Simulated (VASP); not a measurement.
Set up this calculation in VASP 6.6.1, as the native input.

- Task: relaxation of cell and atoms
- Functional: PBE
- Potentials or basis: VASP PAW PBE potentials, release 64 (Hg, Te)
- Cutoff: 600 eV
- k mesh: 12 × 12 × 12
- Occupations: gaussian, width 0.1 eV
- Spin: no spin polarisation
- Target pressure: 20 GPa
- Dipole correction: no
- Further INCAR settings: ALGO = Normal; EDIFF = 1e-07; IBRION = 2; EDIFFG = -0.008; NSW = 70; ISIF = 3

The structure of HgTe lies in POSCAR:

```
HgTe
1.0
    0.0000000000      3.0468866321      3.0468866321
    3.0468866321      0.0000000000      3.0468866321
    3.0468866321      3.0468866321      0.0000000000
Hg Te
1 1
Direct
    0.0000000000      0.0000000000      0.0000000000
    0.2500000000      0.2500000000      0.2500000000
```

The input as run:

INCAR

```
SYSTEM = HgTe
  PREC = Accurate
  ENCUT = 600
  EDIFF = 1E-7
  ISMEAR = 0
  SIGMA = 0.1
  LREAL = .False.
  LASPH = .True.
  NELM = 60
  ALGO = Normal
  ISIF = 3
  LWAVE = .False.
  LCHARG = .False.
  GGA = PE
  IBRION = 2
  NSW = 70
  EDIFFG = -0.008
  PSTRESS = 200.0
```

KPOINTS

```
regular mesh
0
Gamma
  12 12 12
  0 0 0
```

Potentials or basis: VASP PAW PBE potentials, release 64 (Hg, Te).

Run with:

```console
$ cat potpaw_PBE.64/Hg/POTCAR potpaw_PBE.64/Te/POTCAR > POTCAR
$ mpirun -np 1 vasp_std > vasp.out
```

It gave:

```json
{
 "Relaxed volume": "27.79 Å³/atom",
 "Relaxed cell": "a = 4.284 Å, b = 4.284 Å, c = 4.284 Å, α = 60.00°, β = 60.00°, γ = 60.00°",
 "Space group after relaxing (to 0.1 Å)": "F-43m (No. 216)",
 "Energy change on relaxing (the run minimises the enthalpy)": "+58.7 meV/atom",
 "Ionic steps": "3",
 "Pressure after relaxing": "20.0 GPa",
 "Band gap on the k mesh": "zero (filled and empty bands touch)"
}
```

Caveat: the cell is relaxed towards a set pressure, so the run minimises the enthalpy, not the energy; semilocal functionals underestimate gaps, so a narrow gap can read as zero; spin-orbit coupling is left out, which moves the levels of the heavy elements.

Run time: 88 s on 1 thread of AMD EPYC 9R45 96-Core Processor (Zen 5), with other jobs on the host, peak memory 0.23 GiB.
